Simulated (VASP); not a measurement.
# H2C18O in VASP: further runs

The runs below take H2C18O through single point, with LDA.

Everything below comes from runs of VASP 6.6.1. Logs are shortened: lines on timing, memory, paths and dates and some standing lists are left out, and cuts for length are marked.

## (1) The cell of the first run

The cell holds a slab with vacuum, 21 atoms: a = 7.398 Å, b = 7.398 Å, c = 11.000 Å, α = 90.00°, β = 90.00°, γ = 120.00°.

## (2) Single point, LDA

File INCAR:

```
SYSTEM = H2C18O
PREC = Accurate
ENCUT = 1000
EDIFF = 1E-6
ISMEAR = 0
SIGMA = 0.02
LREAL = Auto
LASPH = .TRUE.
NELM = 120
ALGO = Normal
ISIF = 2
LWAVE = .FALSE.
LCHARG = .FALSE.
GGA = CA
NBANDS = 56
GGA_COMPAT = .FALSE.
NELMDL = -8
```

File KPOINTS:

```
Automatic mesh
0
G
  2 2 1
  0 0 0
```

File POSCAR:

```
H2C18O
1.0
    7.3980000000      0.0000000000      0.0000000000
   -3.6990000000      6.4068560000      0.0000000000
    0.0000000000      0.0000000000     11.0000000000
C O H
18 1 2
Direct
    0.0104644106      0.0156752392      0.0727952727
    0.2329391000      0.1269814711      0.0728817273
    0.0095149365      0.3502669640      0.0727155455
    0.2339871423      0.4625612001      0.0727275455
    0.0118478642      0.6846119220      0.0727342727
    0.2316429837      0.7943735586      0.0725891818
    0.3429971576      0.0170640639      0.0726440909
    0.5676540408      0.1293345753      0.0722527273
    0.3453157830      0.3514366485      0.0727868182
    0.5650407392      0.4612718001      0.0726848182
    0.3440309629      0.6822884735      0.0725435455
    0.5664607334      0.7935940811      0.0724990909
    0.6786994606      0.0179996242      0.0723660000
    0.8982850299      0.1278939311      0.0726180000
    0.6772650853      0.3490251693      0.0725389091
    0.8996838700      0.4601465992      0.0726750909
    0.6762072663      0.6836743326      0.0726669091
    0.9006271170      0.7958922442      0.0727435455
    0.4623208481     -0.0499087228      0.3420722727
    0.3649623117     -0.1835057632      0.3782055455
    0.3843253934     -0.0319312624      0.2763500909
```

Potentials or basis: VASP PAW LDA potentials, release 64 (C_h, O_h, H_h).

On the command line:

```
cat potpaw_LDA.64/C_h/POTCAR potpaw_LDA.64/O_h/POTCAR potpaw_LDA.64/H_h/POTCAR > POTCAR
mpirun -np 1 vasp_std > vasp.out
```

OUTCAR:

```text
SYSTEM = H2C18O
   PREC = Accurate
   ENCUT = 1000
   EDIFF = 1E-6
   ISMEAR = 0
   LREAL = Auto
   LASPH = .TRUE.
   NELM = 120
   ISIF = 2
   GGA = CA
   NELMDL = -8

 ion  position               nearest neighbor table
   1  0.010  0.016  0.073-  18 1.41   2 1.43  14 1.44
   2  0.233  0.127  0.073-   7 1.41   1 1.43   9 1.44
   3  0.010  0.350  0.073-  16 1.41  14 1.42   4 1.44
   4  0.234  0.463  0.073-  11 1.41   9 1.43   3 1.44
   5  0.012  0.685  0.073-   6 1.41  18 1.43  16 1.44
   6  0.232  0.794  0.073-   5 1.41   7 1.43  11 1.44
[... 10 lines left out ...]
  17  0.676  0.684  0.073-  12 1.41  10 1.42  18 1.44
  18  0.901  0.796  0.073-   1 1.41   5 1.43  17 1.44
  19  0.462  0.950  0.342-  20 0.97  21 0.97
  20  0.365  0.816  0.378-  19 0.97
  21  0.384  0.968  0.276-  19 0.97

  LATTYP: Found a hexagonal cell.
 ALAT       =     7.3980000000
 C/A-ratio  =     1.4868883482

  Lattice vectors:

 A1 = (   7.3980000000,   0.0000000000,   0.0000000000)
 A2 = (  -3.6990000000,   6.4068560000,   0.0000000000)
 A3 = (   0.0000000000,   0.0000000000,  11.0000000000)

Analysis of symmetry for initial positions (statically):
=====================================================================
 Subroutine PRICEL returns:
 Original cell was already a primitive cell.

 Routine SETGRP: Setting up the symmetry group for a
 hexagonal supercell.

 Subroutine GETGRP returns: Found  1 space group operations
 (whereof  1 operations were pure point group operations)
 out of a pool of 24 trial point group operations.

The static configuration has the point symmetry C_1 .

Analysis of symmetry for dynamics (positions and initial velocities):
=====================================================================
 Subroutine PRICEL returns:
 Original cell was already a primitive cell.

 Routine SETGRP: Setting up the symmetry group for a
 hexagonal supercell.

 Subroutine GETGRP returns: Found  1 space group operations
 (whereof  1 operations were pure point group operations)
 out of a pool of 24 trial point group operations.

The dynamic configuration has the point symmetry C_1 .

 Subroutine INISYM returns: Found  1 space group operations
 (whereof  1 operations are pure point group operations),
 and found     1 'primitive' translations

----------------------------------------------------------------------------------------

                                     Primitive cell

  volume of cell :     521.3771

  direct lattice vectors                    reciprocal lattice vectors
     7.398000000  0.000000000  0.000000000     0.135171668  0.078041398  0.000000000
    -3.699000000  6.406856000  0.000000000     0.000000000  0.156082796  0.000000000
     0.000000000  0.000000000 11.000000000     0.000000000  0.000000000  0.090909091

  length of vectors
     7.398000000  7.398000054 11.000000000     0.156082797  0.156082796  0.090909091

  position of ions in fractional coordinates (direct lattice)
     0.010464411  0.015675239  0.072795273
     0.232939100  0.126981471  0.072881727
     0.009514936  0.350266964  0.072715546
     0.233987142  0.462561200  0.072727546
     0.011847864  0.684611922  0.072734273
     0.231642984  0.794373559  0.072589182
[... 13 lines left out ...]
     0.364962312  0.816494237  0.378205546
     0.384325393  0.968068738  0.276350091

  ion indices of the primitive-cell ions
   primitive index   ion index
                 1           1
                 2           2
                 3           3
                 4           4
                 5           5
                 6           6
[... 13 lines left out ...]
                20          20
                21          21

----------------------------------------------------------------------------------------

 KPOINTS: Automatic mesh

Automatic generation of k-mesh.
 Grid dimensions read from file:
 generate k-points for:    2    2    1

 Generating k-lattice:

  Cartesian coordinates                     Fractional coordinates (reciprocal lattice)
     0.067585834  0.039020699  0.000000000     0.500000000 -0.000000000  0.000000000
     0.000000000  0.078041398  0.000000000     0.000000000  0.500000000  0.000000000
     0.000000000  0.000000000  0.090909091     0.000000000  0.000000000  1.000000000

  Length of vectors
     0.078041399  0.078041398  0.090909091

  Shift w.r.t. Gamma in fractional coordinates (k-lattice)
     0.000000000  0.000000000  0.000000000

 Subroutine IBZKPT returns following result:
 ===========================================

 Found      4 irreducible k-points:

 Following reciprocal coordinates:
            Coordinates               Weight
  0.000000  0.000000  0.000000      1.000000
  0.500000 -0.000000  0.000000      1.000000
  0.000000  0.500000  0.000000      1.000000
  0.500000  0.500000  0.000000      1.000000
   k-points           NKPTS =      4   k-points in BZ     NKDIM =      4   number of bands    NBANDS=     56
   number of dos      NEDOS =    301   number of ions     NIONS =     21
   total plane-waves  NPLWV = 768000
   dimension x,y,z NGX =    80 NGY =   80 NGZ =  120
   dimension x,y,z NGXF=   160 NGYF=  160 NGZF=  240
   ions per type =              18   1   2
   NGX,Y,Z   is equivalent  to a cutoff of  17.98, 17.98, 18.14 a.u.
   NGXF,Y,Z  is equivalent  to a cutoff of  35.95, 35.95, 36.27 a.u.
 SYSTEM =  H2C18O
   PREC   = accura    normal or accurate (medium, high low for compatibility)
   ISTART =      0    job   : 0-new  1-cont  2-samecut
   ICHARG =      2    charge: 1-file 2-atom 10-const
   ISPIN  =      1    spin polarized calculation?
   LNONCOLLINEAR =      F non collinear calculations
   LSORBIT =      F    spin-orbit coupling
   LASPH  =      T    aspherical Exc in radial PAW
   ENCUT  = 1000.0 eV  73.50 Ry    8.57 a.u.  19.08 19.08 28.36*2*pi/ulx,y,z
   NELM   =    120;   NELMIN=  2; NELMDL= -8     # of ELM steps
   EDIFF  = 0.1E-05   stopping-criterion for ELM
   LREAL  =      T    real-space projection
   EDIFFG = 0.1E-04   stopping-criterion for IOM
   NSW    =      0    number of steps for IOM
   IBRION =     -1    ionic relax: 0-MD 1-quasi-New 2-CG
   NFREE  =      0    steps in history (QN), initial steepest desc. (CG)
   ISIF   =      2    stress and relaxation
   ISYM   =      2    0-nonsym 1-usesym 2-fastsym
   POTIM  = 0.5000    time-step for ionic-motion
   TEBEG  =    0.0;   TEEND  =   0.0 temperature during run
   PSTRESS=    0.0 pullay stress
   NELECT =      80.0000    total number of electrons
   NUPDOWN=      -1.0000    fix difference up-down
   EMIN   =  10.00;   EMAX   =-10.00  energy-range for DOS
   EFERMI =   0.00;   METHOD = LEGACY
   ISMEAR =     0;   SIGMA  =   0.02  broadening in eV -4-tet -1-fermi 0-gaus
   EFERMI_NEDOS =   21; number of points for ismear=-14 and -15
   IALGO  =     38    algorithm
   IMIX   =      4    mixing-type and parameters
     AMIX     =   0.40;   BMIX     =  1.00
     AMIX_MAG =   1.60;   BMIX_MAG =  1.00
  volume/ion in A,a.u.               =      24.83       167.54
  Fermi-wavevector in a.u.,A,eV,Ry     =   0.876437  1.656226 10.451210  0.768142
  Thomas-Fermi vector in A             =   1.996247
   LORBIT       =      0    0 simple, 1 ext, 2 COOP (PROOUT), +10 PAW based schemes
   GGA     = CA    functional components
   LHFCALC =     F    Hartree Fock is set to
   AEXX    =    0.0000 exact exchange contribution
   IVDW    =     0    specifies the selected vdW correction
   LEPSILON=     F    determine dielectric tensor
   LRPA    =     F    only Hartree local field effects (RPA)
 non-spin polarized calculation
 Gauss-broadening in eV      SIGMA  =   0.02
  energy-cutoff  :     1000.00
  volume of cell :      521.38
 maximum number of plane-waves:     37478
 NGX is ok and might be reduce to    80
   NGX = 39   NGY = 39   NGZ = 57

 number of electron      80.0000002 magnetization

 Free energy of the ion-electron system (eV)
  ---------------------------------------------------
  ext. energy  EPLUGINS =         0.00000000
  ---------------------------------------------------
  free energy    TOTEN  =      -196.29639001 eV

  energy without entropy =     -196.29639001  energy(sigma->0) =     -196.29639001

 E-fermi :  -1.4714     XC(G=0):  -4.5366

 val. band max:       -1.5743337385   @ k =   0.0000   0.0000   0.0000
 cond. band min:      -1.3806217369   @ k =   0.0000   0.0000   0.0000
 fundamental gap:      0.1937120016
 Fermi energy:        -1.4714250983

 k-point     1 :       0.0000    0.0000    0.0000
  band No.  band energies     occupation
      1     -21.7674      2.00000
      2     -20.7636      2.00000
      3     -18.2838      2.00000
      4     -18.2545      2.00000
      5     -18.2155      2.00000
      6     -18.1959      2.00000
[... 44 lines left out ...]
     51       4.0052      0.00000
     52       4.8535      0.00000

 k-point     2 :       0.5000   -0.0000    0.0000
  band No.  band energies     occupation
      1     -21.7666      2.00000
      2     -20.1302      2.00000
      3     -20.1017      2.00000
      4     -18.8784      2.00000
      5     -18.7867      2.00000
      6     -16.4052      2.00000
[... 44 lines left out ...]
     51       4.4639      0.00000
     52       4.7618      0.00000

 k-point     3 :       0.0000    0.5000    0.0000
  band No.  band energies     occupation
      1     -21.7666      2.00000
      2     -20.1210      2.00000
      3     -20.1112      2.00000
      4     -18.8743      2.00000
      5     -18.7906      2.00000
      6     -16.3967      2.00000
[... 44 lines left out ...]
     51       4.5578      0.00000
     52       4.8043      0.00000

 k-point     4 :       0.5000    0.5000    0.0000
  band No.  band energies     occupation
      1     -21.7666      2.00000
      2     -20.1300      2.00000
      3     -20.1020      2.00000
      4     -18.8742      2.00000
      5     -18.7910      2.00000
      6     -16.3998      2.00000
[... 44 lines left out ...]
     51       4.6153      0.00000
     52       4.7504      0.00000
 [bands above 52 left out]

------------------------ aborting loop because EDIFF is reached ----------------------------------------

  FORCE on cell =-STRESS in cart. coord.  units (eV):
  Direction    XX          YY          ZZ          XY          YZ          ZX
  --------------------------------------------------------------------------------------
  -------------------------------------------------------------------------------------
  Total       -9.2364920     -9.2093317     -0.0162701     -0.0162315     -0.0507938      0.0132284
  in kB      -28.3834817    -28.3000188     -0.0499977     -0.0498790     -0.1560880      0.0406504
  external PRESSURE =     -18.9111660 kB  Pullay stress =       0.0000000 kB

 VOLUME and BASIS-vectors are now :
 -----------------------------------------------------------------------------
  energy-cutoff  :     1000.00
  volume of cell :      521.38
      direct lattice vectors                 reciprocal lattice vectors
     7.398000000  0.000000000  0.000000000     0.135171668  0.078041398  0.000000000
    -3.699000000  6.406856000  0.000000000     0.000000000  0.156082796  0.000000000
     0.000000000  0.000000000 11.000000000     0.000000000  0.000000000  0.090909091

 POSITION                                       TOTAL-FORCE (eV/Angst)
 -----------------------------------------------------------------------------------
      0.01943      0.10043      0.80075         0.002630      0.005073     -0.000555
      1.25358      0.81355      0.80170        -0.004516      0.000617     -0.000449
     -1.22525      2.24411      0.79987         0.003334     -0.002999     -0.000633
      0.02002      2.96356      0.80000         0.001346     -0.004832     -0.000918
     -2.44473      4.38621      0.80008        -0.004533     -0.000668     -0.000748
     -1.22469      5.08944      0.79848         0.002971      0.004223     -0.000223
[... 13 lines left out ...]
     -0.32022      5.23116      4.16026        -0.015595     -0.064931      0.047473
     -0.73765      6.20228      3.03985        -0.043731      0.008661     -0.058961
 -----------------------------------------------------------------------------------
    total drift:                               -0.000483      0.000752     -0.002296

  FREE ENERGIE OF THE ION-ELECTRON SYSTEM (eV)
  ---------------------------------------------------
  free  energy   TOTEN  =      -196.2963900065 eV

  energy  without entropy=     -196.2963900065  energy(sigma->0) =     -196.29639001
```

It took 16 min on 1 thread of Intel Xeon Platinum 8259CL at 2.50GHz (Skylake/Cascade Lake), shared host; peak memory 1 GiB.

What came out:

```yaml
Free_energy: -196.2964 eV
Largest_force: 0.082 eV/Å
Band_gap_on_the_k_mesh: 0.19 eV
```

Forces on the atoms (eV/Å):
```
C    0.003  0.005 -0.001
C   -0.005  0.001  0.000
C    0.003 -0.003 -0.001
C    0.001 -0.005 -0.001
C   -0.005 -0.001 -0.001
C    0.003  0.004  0.000
C    0.004 -0.003  0.000
C    0.002 -0.005 -0.001
C   -0.004  0.000 -0.001
C    0.004  0.004 -0.001
C    0.003  0.005 -0.001
C   -0.004  0.002 -0.001
C   -0.005 -0.001  0.000
C    0.002  0.005 -0.001
C    0.001  0.006  0.000
C   -0.004  0.001 -0.001
C    0.002 -0.004  0.000
C    0.003 -0.004 -0.001
O    0.055  0.050  0.022
H   -0.016 -0.065  0.047
H   -0.044  0.009 -0.059
```

Caveat: the k points lie up to 0.49 Å⁻¹ apart; there is no dipole correction, which matters where the two faces differ.

## (3) Single point, LDA

File INCAR:

```
PREC     = Accurate       # precision mode
ENCUT    = 520            # plane-wave cutoff, eV
EDIFF    = 1E-6           # SCF threshold, eV
ISMEAR   = 0              # smearing method
SIGMA    = 0.02           # smearing width, eV
LREAL    = Auto         
LASPH    = True           # aspherical terms in the spheres
NELM     = 60             # most SCF steps
ALGO     = Normal         # electronic algorithm
ISIF     = 2              # what is computed and relaxed
LWAVE    = False          # write WAVECAR
LCHARG   = False          # write CHGCAR
GGA      = CA             # functional
NBANDS   = 56             # bands
```

File KPOINTS:

```
regular mesh
0
Gamma
  2 2 1
```

File POSCAR:

```
H2C18O
1.0
    7.3980000000      0.0000000000      0.0000000000
   -3.6990000000      6.4068560000      0.0000000000
    0.0000000000      0.0000000000     11.0000000000
C O H
18 1 2
Direct
    0.0122403808      0.0144290854      0.0723008278
    0.2341269908      0.1254754914      0.0723470060
    0.0109303944      0.3486568491      0.0722385814
    0.2356176076      0.4610709705      0.0722477445
    0.0132120667      0.6833518186      0.0721187190
    0.2332384248      0.7931876549      0.0719037943
    0.3442732728      0.0153199376      0.0720730433
    0.5692426967      0.1277771733      0.0718944209
    0.3466371334      0.3502194991      0.0723202758
    0.5666708563      0.4601897459      0.0722469870
    0.3457575548      0.6810542753      0.0720898939
    0.5675518056      0.7919563333      0.0721464161
    0.6800353374      0.0167368315      0.0720361291
    0.8999548342      0.1268244519      0.0722116070
    0.6790736297      0.3478339068      0.0721062196
    0.9009466116      0.4586739470      0.0721761104
    0.6775304991      0.6819963900      0.0722543251
    0.9022598522      0.7943270023      0.0722130868
    0.3971328471     -0.0941427847      0.3437834278
    0.4769672828      0.0271574305      0.3950393635
    0.3584317213     -0.0412285096      0.2731613208
```

Potentials or basis: VASP PAW LDA potentials, release 64 (C, O, H).

On the command line:

```
cat potpaw_LDA.64/C/POTCAR potpaw_LDA.64/O/POTCAR potpaw_LDA.64/H/POTCAR > POTCAR
mpirun -np 1 vasp_std > vasp.out
```

It took 4.7 min on 1 thread of Oxide Virtual Turin-like, shared host; peak memory 0.42 GiB.

The run converged. Its results:

```
Free energy            : -196.0465 eV
Largest force          : 0.203 eV/Å
Band gap on the k mesh : 0.19 eV
```

Forces on the atoms (eV/Å):
```
C    0.010  0.005  0.000
C   -0.011 -0.005 -0.003
C   -0.005 -0.002  0.003
C    0.008  0.000  0.002
C   -0.006  0.007  0.003
C   -0.006  0.007  0.003
C   -0.005 -0.013  0.006
C    0.014  0.005 -0.001
C   -0.009  0.015 -0.002
C    0.000  0.009 -0.001
C    0.005 -0.007  0.000
C   -0.014  0.014 -0.003
C   -0.010 -0.016  0.000
C   -0.002  0.010  0.002
C    0.016 -0.003  0.000
C   -0.003 -0.005  0.000
C    0.007 -0.010 -0.002
C    0.005 -0.004 -0.001
O    0.048 -0.156  0.027
H    0.053  0.127  0.146
H   -0.096  0.021 -0.178
```

Levels at points of the mesh, in eV from the valence-band top:
| k point | band 38 | band 39 | band 40 | band 41 | band 42 | band 43 |
| --- | --- | --- | --- | --- | --- | --- |
| (0.00, 0.00, 0.00) | -2.46 | -0.02 | 0.00 | 0.19 | 0.21 | 3.21 |
| (0.50, 0.00, 0.00) | -2.52 | -2.37 | -2.23 | 1.72 | 2.55 | 2.57 |
| (0.00, 0.50, 0.00) | -2.52 | -2.38 | -2.24 | 1.72 | 2.53 | 2.57 |
| (0.50, 0.50, 0.00) | -2.54 | -2.36 | -2.24 | 1.73 | 2.53 | 2.57 |

Caveat: the k points lie up to 0.49 Å⁻¹ apart; there is no dipole correction, which matters where the two faces differ.

(Part 1 of 2 ends here.)
